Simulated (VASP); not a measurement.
## Zn23S24 (a cell with a defect): single point with PBE

Crystal: Zn23S24 (a cell with a defect).

```xyz
47
Lattice="3.8441 -6.6581 -6.3046 -7.6881 0.0000 -6.3046 3.8441 6.6581 -6.3046" Properties=species:S:1:pos:R:3 pbc="T T T"
Zn   -1.9220   -1.1097   -6.3005
Zn   -0.0030   -4.3729  -12.6199
Zn    1.9806   -1.1400   -6.3152
Zn   -0.0556    2.1838  -12.6199
Zn    0.0044    2.2126   -6.3055
Zn   -3.8407   -4.3763  -12.6198
Zn   -1.9184    5.5556  -12.6101
Zn    1.8663   -1.1380  -12.6198
Zn    3.8360    2.2189  -12.6101
Zn   -3.7917    2.1853  -12.6198
Zn    5.7661   -1.1097  -12.5838
Zn   -0.0781   -2.1656   -9.4643
Zn    3.8590    4.4360   -9.4557
Zn    1.9169   -5.5342   -9.4557
Zn   -3.7585   -2.1786   -9.4643
Zn    1.9138    1.1005   -9.4620
Zn   -5.7541    1.1071   -9.4620
Zn    1.9183    1.1214  -15.7667
Zn   -0.0098    4.4272   -9.4557
Zn    3.8306   -2.2163   -9.3822
Zn   -1.9127    1.1198  -15.6869
Zn   -1.9296    1.0152   -9.4643
Zn    0.0041   -2.2325  -15.6869
S    -1.9220   -1.1097  -10.3488
S    -1.9220   -1.1097   -3.9385
S    -0.0017   -4.4225  -10.2483
S     1.9369   -1.1163   -3.9437
S    -0.0132    2.2098  -10.2483
S     0.0030    2.2235   -3.9479
S    -3.8484   -4.4274  -10.2532
S    -1.9271    5.5490  -10.2526
S     1.9143   -1.1191  -10.2532
S     3.8461    2.2147  -10.2526
S    -3.8321    2.2174  -10.2532
S     5.7661   -1.1097  -10.2436
S     0.0071   -2.2135   -7.0891
S     3.8422    4.4352   -7.0969
S     1.9260   -5.5483   -7.0969
S    -3.8425   -2.2285   -7.0891
S     1.9267    1.1055   -7.0987
S    -5.7648    1.1158   -7.0987
S     1.9161    1.1078  -13.4034
S    -0.0021    4.4422   -7.0969
S     3.8791   -2.1995   -7.0859
S    -1.9223    1.0694  -13.3905
S    -1.9307    1.1129   -7.0891
S    -0.0348   -2.1989  -13.3905
```

```yaml
Program: VASP 6.6.1
Task: single point
Functional: PBE
Potentials_or_basis: VASP PAW PBE potentials, release 64 (Zn, S)
Cutoff: 520 eV
k_mesh: 1 × 1 × 1
Occupations: gaussian, width 0.01 eV
Spin: no spin polarisation
Dipole_correction: no
Further_INCAR_settings: LREAL = Auto; ALGO = Normal; EDIFF = 1e-07; NBANDS = 239
```

```
Pressure               : -0.9 GPa
Largest force          : 0.024 eV/Å
Band gap on the k mesh : zero (filled and empty bands touch)
```

Forces on the atoms (eV/Å):
```
Zn   0.000  0.000  0.000
Zn   0.002  0.000 -0.001
Zn  -0.001 -0.002 -0.001
Zn  -0.001  0.002 -0.001
Zn   0.001 -0.001  0.001
Zn  -0.001  0.001 -0.001
Zn   0.000  0.002  0.001
Zn   0.000 -0.001 -0.001
Zn  -0.002  0.000  0.001
Zn   0.001  0.001 -0.001
Zn   0.000  0.000  0.000
Zn  -0.004  0.002  0.001
Zn   0.001  0.000  0.000
Zn   0.000  0.001  0.000
Zn   0.004  0.002  0.001
Zn  -0.001  0.000  0.000
Zn   0.000 -0.001  0.000
Zn   0.000  0.001  0.000
Zn  -0.001  0.000  0.000
Zn  -0.001  0.000  0.000
Zn   0.000  0.001  0.000
Zn   0.000 -0.004  0.001
Zn   0.001 -0.001  0.000
S    0.000  0.000 -0.024
S    0.000  0.000  0.001
S   -0.001  0.002 -0.003
S    0.002  0.000 -0.003
S   -0.001 -0.002 -0.003
S    0.002  0.001 -0.003
S   -0.001  0.000 -0.005
S   -0.002  0.001 -0.003
S    0.001 -0.001 -0.005
S    0.000 -0.002 -0.003
S    0.000  0.001 -0.005
S    0.000  0.000  0.006
S    0.001  0.001  0.003
S   -0.003  0.000  0.000
S    0.001 -0.002  0.000
S    0.000 -0.001  0.003
S    0.003  0.000  0.004
S   -0.001  0.002  0.004
S   -0.001 -0.002  0.004
S    0.001  0.002  0.000
S    0.019  0.010  0.010
S   -0.001 -0.022  0.010
S   -0.001  0.000  0.003
S   -0.019  0.011  0.010
```

Stress tensor (GPa, compression positive):
```
-1.41  0.00  0.00
 0.00 -1.41  0.00
 0.00  0.00  0.15
```

Levels at points of the mesh, in eV from the Fermi level:
```
           k point  band 205  band 206  band 207  band 208  band 209  band 210  band 211  band 212  band 213  band 214
(0.00, 0.00, 0.00)     -0.87     -0.56     -0.55     -0.55     -0.03      0.00      0.00      2.10      3.06      3.65
```

Wall time 13 min on 1 thread of AMD EPYC 7R43 64-Core Processor (Zen 3), on a shared host, peak memory 0.9 GiB.

Caveat: the k points lie up to 0.64 Å⁻¹ apart.
